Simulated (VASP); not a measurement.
# Al3Pd (Fm-3m) in VASP: relaxation of cell and atoms with PBE

Aim: the relaxation of cell and atoms of Al3Pd with PBE.

Everything below comes from runs of VASP 6.6.1. Logs are shortened: lines on timing, memory, paths and dates and some standing lists are left out, and cuts for length are marked.

### Step 1. The cell of the first run

It takes space group Fm-3m (No. 225, cubic). The conventional cell has a = 6.270 Å, b = 6.270 Å, c = 6.270 Å, α = 90.00°, β = 90.00°, γ = 90.00°. Pd (site symmetry m-3m) has 14 Al at 2.71 to 3.13 Å within 3.6 Å. Al (site symmetry m-3m) has 8 Al at 2.71 Å and 6 Pd at 3.13 Å within 3.6 Å. Within 3.6 Å of Al (site symmetry -43m) lie 4 Pd at 2.71 Å and 10 Al at 2.71 to 3.13 Å.

### Step 2. Relaxation of cell and atoms, PBE

Contents of INCAR:

```
SYSTEM = Al3Pd
  ALGO = Normal
  EDIFF = 1E-7
  EDIFFG = -0.01
  ENCUT = 500
  GGA = PE
  GGA_COMPAT = .FALSE.
  IBRION = 2
  ISIF = 3
  ISMEAR = 1
  LASPH = .TRUE.
  LCHARG = .FALSE.
  LREAL = .FALSE.
  LWAVE = .FALSE.
  NELM = 120
  NELMIN = 4
  NSW = 80
  PREC = Accurate
  SIGMA = 0.05
```

Contents of KPOINTS:

```
k-points
0
G
  7 7 7
  0 0 0
```

Contents of POSCAR:

```
Al3Pd
1.0
    0.0000000000      3.1350000000      3.1350000000
    3.1350000000      0.0000000000      3.1350000000
    3.1350000000      3.1350000000      0.0000000000
Pd Al
1 3
Direct
    0.0000000000      0.0000000000      0.0000000000
    0.5000000000      0.5000000000      0.5000000000
    0.2500000000      0.2500000000      0.2500000000
    0.7500000000      0.7500000000      0.7500000000
```

Potentials or basis: VASP PAW PBE potentials, release 64 (Pd, Al).

Command:

```
> cat potpaw_PBE.64/Pd/POTCAR potpaw_PBE.64/Al/POTCAR > POTCAR
> mpirun -np 1 vasp_std > vasp.out
```

OUTCAR:

```text
SYSTEM = Al3Pd
   EDIFF = 1E-7
   EDIFFG = -0.01
   ENCUT = 500
   GGA = PE
   IBRION = 2
   ISIF = 3
   ISMEAR = 1
   LASPH = .TRUE.
   LREAL = .FALSE.
   NELM = 120
   NELMIN = 4
   NSW = 80
   PREC = Accurate

 ion  position               nearest neighbor table
   1  0.000  0.000  0.000-   4 2.71   4 2.71   4 2.71   3 2.71   4 2.71   3 2.71   3 2.71   3 2.71
                             2 3.13   2 3.13   2 3.13   2 3.13   2 3.13   2 3.13
   2  0.500  0.500  0.500-   3 2.71   3 2.71   3 2.71   3 2.71   4 2.71   4 2.71   4 2.71   4 2.71
                             1 3.13   1 3.13   1 3.13   1 3.13   1 3.13   1 3.13
   3  0.250  0.250  0.250-   1 2.71   1 2.71   1 2.71   1 2.71   2 2.71   2 2.71   2 2.71   2 2.71
                             4 3.13   4 3.13   4 3.13   4 3.13   4 3.13   4 3.13
   4  0.750  0.750  0.750-   2 2.71   2 2.71   2 2.71   1 2.71   2 2.71   1 2.71   1 2.71   1 2.71
                             3 3.13   3 3.13   3 3.13   3 3.13   3 3.13   3 3.13

  LATTYP: Found a face centered cubic cell.
 ALAT       =     6.2700000000

  Lattice vectors:

 A1 = (   0.0000000000,   3.1350000000,   3.1350000000)
 A2 = (   3.1350000000,   0.0000000000,   3.1350000000)
 A3 = (   3.1350000000,   3.1350000000,   0.0000000000)

Analysis of symmetry for initial positions (statically):
=====================================================================
 Subroutine PRICEL returns:
 Original cell was already a primitive cell.

 Routine SETGRP: Setting up the symmetry group for a
 face centered cubic supercell.

 Subroutine GETGRP returns: Found 48 space group operations
 (whereof 48 operations were pure point group operations)
 out of a pool of 48 trial point group operations.

The static configuration has the point symmetry O_h .

Analysis of symmetry for dynamics (positions and initial velocities):
=====================================================================
 Subroutine PRICEL returns:
 Original cell was already a primitive cell.

 Routine SETGRP: Setting up the symmetry group for a
 face centered cubic supercell.

 Subroutine GETGRP returns: Found 48 space group operations
 (whereof 48 operations were pure point group operations)
 out of a pool of 48 trial point group operations.

The dynamic configuration has the point symmetry O_h .

 Subroutine INISYM returns: Found 48 space group operations
 (whereof 48 operations are pure point group operations),
 and found     1 'primitive' translations

----------------------------------------------------------------------------------------

                                     Primitive cell

  volume of cell :      61.6230

[... 84 lines left out ...]
   LASPH  =      T    aspherical Exc in radial PAW
   ENCUT  =  500.0 eV  36.75 Ry    6.06 a.u.   8.08  8.08  8.08*2*pi/ulx,y,z
   NELM   =    120;   NELMIN=  4; NELMDL= -5     # of ELM steps
   EDIFF  = 0.1E-06   stopping-criterion for ELM
   LREAL  =      F    real-space projection
   EDIFFG = -.1E-01   stopping-criterion for IOM
   NSW    =     80    number of steps for IOM
   IBRION =      2    ionic relax: 0-MD 1-quasi-New 2-CG
   NFREE  =      1    steps in history (QN), initial steepest desc. (CG)
   ISIF   =      3    stress and relaxation
   ISYM   =      2    0-nonsym 1-usesym 2-fastsym
   POTIM  = 0.5000    time-step for ionic-motion
   TEBEG  =    0.0;   TEEND  =   0.0 temperature during run
   PSTRESS=    0.0 pullay stress
   NELECT =      19.0000    total number of electrons
   NUPDOWN=      -1.0000    fix difference up-down
   EMIN   =  10.00;   EMAX   =-10.00  energy-range for DOS
   EFERMI =   0.00;   METHOD = LEGACY
   ISMEAR =     1;   SIGMA  =   0.05  broadening in eV -4-tet -1-fermi 0-gaus
   EFERMI_NEDOS =   21; number of points for ismear=-14 and -15
   IALGO  =     38    algorithm
   IMIX   =      4    mixing-type and parameters
     AMIX     =   0.40;   BMIX     =  1.00
     AMIX_MAG =   1.60;   BMIX_MAG =  1.00
  volume/ion in A,a.u.               =      15.41       103.96
  Fermi-wavevector in a.u.,A,eV,Ry     =   1.105975  2.089989 16.642372  1.223180
  Thomas-Fermi vector in A             =   2.242469
   LORBIT       =      0    0 simple, 1 ext, 2 COOP (PROOUT), +10 PAW based schemes
   GGA     = PE    functional components
   LHFCALC =     F    Hartree Fock is set to
   AEXX    =    0.0000 exact exchange contribution
   IVDW    =     0    specifies the selected vdW correction
   LEPSILON=     F    determine dielectric tensor
   LRPA    =     F    only Hartree local field effects (RPA)
 conjugate gradient relaxation of ions
 non-spin polarized calculation
 Methfessel and Paxton  Order N= 1 SIGMA  =   0.05
  energy-cutoff  :      500.00
  volume of cell :       61.62
 maximum number of plane-waves:      1584
   NGX = 17   NGY = 17   NGZ = 17

--------------------------------------- Ionic step        1  -------------------------------------------

 number of electron      18.9999995 magnetization

 Free energy of the ion-electron system (eV)
  ---------------------------------------------------
  ext. energy  EPLUGINS =         0.00000000
  ---------------------------------------------------
  free energy    TOTEN  =       -17.36975595 eV

  energy without entropy =      -17.36937171  energy(sigma->0) =      -17.36962787

------------------------ aborting loop because EDIFF is reached ----------------------------------------

  FORCE on cell =-STRESS in cart. coord.  units (eV):
  Direction    XX          YY          ZZ          XY          YZ          ZX
  --------------------------------------------------------------------------------------
  -------------------------------------------------------------------------------------
  Total        0.7814295      0.7814295      0.7814295      0.0000000      0.0000000     -0.0000000
  in kB       20.3169142     20.3169142     20.3169142      0.0000000      0.0000000     -0.0000000
  external PRESSURE =      20.3169142 kB  Pullay stress =       0.0000000 kB
[... 63 lines left out ...]
--------------------------------------- Ionic step        3  -------------------------------------------

 number of electron      18.9999995 magnetization

 Free energy of the ion-electron system (eV)
  ---------------------------------------------------
  ext. energy  EPLUGINS =         0.00000000
  ---------------------------------------------------
  free energy    TOTEN  =       -17.37696347 eV

  energy without entropy =      -17.37632478  energy(sigma->0) =      -17.37675057

 E-fermi :   8.9550     XC(G=0): -10.9854

 val. band max:        8.9197599960   @ k =   0.1429   0.0000   0.0000
 cond. band min:       8.9561450354   @ k =   0.2857   0.1429   0.0000
 fundamental gap:      0.0363850394
 Fermi energy:         8.9550169197

 k-point     1 :       0.0000    0.0000    0.0000
  band No.  band energies     occupation
      1      -1.8615      2.00000
      2       4.3130      2.00000
      3       4.3130      2.00000
      4       4.3130      2.00000
      5       5.2336      2.00000
      6       5.2336      2.00000
      7       8.8912      2.07017
      8       8.8912      2.07017
      9       8.8912      2.07017
     10       9.5772     -0.00000
     11      10.8839      0.00000
     12      10.8839      0.00000
     13      10.8839      0.00000
[... 333 lines left out ...]
  FREE ENERGIE OF THE ION-ELECTRON SYSTEM (eV)
  ---------------------------------------------------
  free  energy   TOTEN  =       -17.3769634720 eV

  energy  without entropy=      -17.3763247799  energy(sigma->0) =      -17.37675057

 reached required accuracy - stopping structural energy minimisation
```

OSZICAR:

```text
N       E                     dE             d eps       ncg     rms          rms(c)
DAV:   1     0.609853522850E+02    0.60985E+02   -0.75186E+03   520   0.117E+03
DAV:   2    -0.153604911695E+02   -0.76346E+02   -0.72729E+02   613   0.204E+02
DAV:   3    -0.180086813912E+02   -0.26482E+01   -0.25608E+01   698   0.362E+01
[... 28 lines left out ...]
DAV:   4    -0.173769735389E+02    0.11436E-03   -0.12371E-03   553   0.259E-01    0.404E-02
DAV:   5    -0.173769596820E+02    0.13857E-04   -0.12658E-04   634   0.112E-01    0.241E-02
DAV:   6    -0.173769641927E+02   -0.45108E-05   -0.31312E-05   575   0.640E-02    0.623E-03
DAV:   7    -0.173769635614E+02    0.63135E-06   -0.20275E-06   595   0.182E-02    0.165E-03
DAV:   8    -0.173769634720E+02    0.89433E-07   -0.36574E-07   456   0.568E-03
   3 F= -.17376963E+02 E0= -.17376751E+02  d E =-.720752E-02
```

CONTCAR:

```text
Al3Pd
   1.00000000000000
     0.0000000000000000    3.1546801739509145    3.1546801739509145
     3.1546801739509145    0.0000000000000000    3.1546801739509145
     3.1546801739509145    3.1546801739509145   -0.0000000000000000
  Pd              Al
     1     3
Direct
     0.0000000000000000    0.0000000000000000    0.0000000000000000
     0.5000000000000000    0.5000000000000000    0.5000000000000000
     0.2500000000000000    0.2500000000000000    0.2500000000000000
     0.7500000000000000    0.7500000000000000    0.7500000000000000

  0.00000000E+00  0.00000000E+00  0.00000000E+00
  0.00000000E+00  0.00000000E+00  0.00000000E+00
  0.00000000E+00  0.00000000E+00  0.00000000E+00
  0.00000000E+00  0.00000000E+00  0.00000000E+00
```

It took 69 s on 1 thread of Intel Xeon 8259CL, shared host; peak memory 0.19 GiB.

What came out:

| Quantity | Value |
| --- | --- |
| Free energy | -17.3770 eV |
| Relaxed volume | 15.70 Å³/atom |
| Relaxed cell | a = 4.461 Å, b = 4.461 Å, c = 4.461 Å, α = 60.00°, β = 60.00°, γ = 60.00° |
| Space group after relaxing (to 0.1 Å) | Fm-3m (No. 225) |
| Energy gained by relaxing | 1.8 meV/atom |
| Ionic steps | 3 |
| Pressure after relaxing | 0.0 GPa |
| Band gap on the k mesh | zero (an odd number of electrons rules out a gap without spin polarisation) |

Step by step:
```csv
step,energy change (eV),largest force (eV/Å),pressure (GPa),volume (Å³)
1,0.0000,0.0000,2.03,61.62
2,-0.0055,0.0000,-0.91,63.38
3,-0.0072,0.0000,0.01,62.79
```

Final structure:
```yaml
crystal:
  lattice:
    - [0.00000, 3.15468, 3.15468]
    - [3.15468, 0.00000, 3.15468]
    - [3.15468, 3.15468, 0.00000]
  atoms:
    - { symbol: Pd, position: [0.00000, 0.00000, 0.00000] }
    - { symbol: Al, position: [0.50000, 0.50000, 0.50000] }
    - { symbol: Al, position: [0.25000, 0.25000, 0.25000] }
    - { symbol: Al, position: [0.75000, 0.75000, 0.75000] }
```

The gap in the log of VASP goes by the Fermi energy; the results here count the filled bands.